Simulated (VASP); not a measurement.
A run of VASP 6.6.1 is set up as follows.

The input POSCAR:

```
Sn
1.0
   -1.9113458293      1.9113458293      1.9113458293
    1.9113458293     -1.9113458293      1.9113458293
    1.9113458293      1.9113458293     -1.9113458293
Sn
1
Direct
    0.0000000000      0.0000000000      0.0000000000
```

File INCAR.step1:

```
ALGO = Normal
EDIFF = 1E-4
ENCUT = 520
GGA = PE
ISMEAR = -1
LASPH = True
LCHARG = False
LREAL = False
LWAVE = True
NBANDS = 13
NELM = 100
PREC = Accurate
SIGMA = 0.1
```

Contents of INCAR.step2:

```
ALGO = Normal
EDIFF = 1E-6
ENCUT = 520
ISIF = 2
ISMEAR = -1
ISTART = 1
LASPH = True
LCHARG = True
LELF = True
LMIXTAU = True
LREAL = False
LVHAR = True
LWAVE = False
METAGGA = R2SCAN
NBANDS = 13
NELM = 100
PREC = Accurate
SIGMA = 0.1
```

KPOINTS

```
k-points
0
Gamma
  12 12 12
```

Potentials or basis: VASP PAW PBE potentials, release 64 (Sn_d).

Command:

```sh
$ cat potpaw_PBE.64/Sn_d/POTCAR > POTCAR
$ cp INCAR.step1 INCAR
$ mpirun -np 1 vasp_std > vasp.out
$ cp INCAR.step2 INCAR
$ mpirun -np 1 vasp_std > vasp.out
```

Task: Estimate the band gap on the k mesh.

Result: Zero (band 7 reaches 15.87 eV, above the bottom of band 8 at 5.19 eV).

Task: Estimate the pressure.

Result: -1.8 GPa.

Caveat: the PAW data sets were made with another functional, which shifts forces and pressure a little; spin-orbit coupling is left out, which moves the levels of the heavy elements.
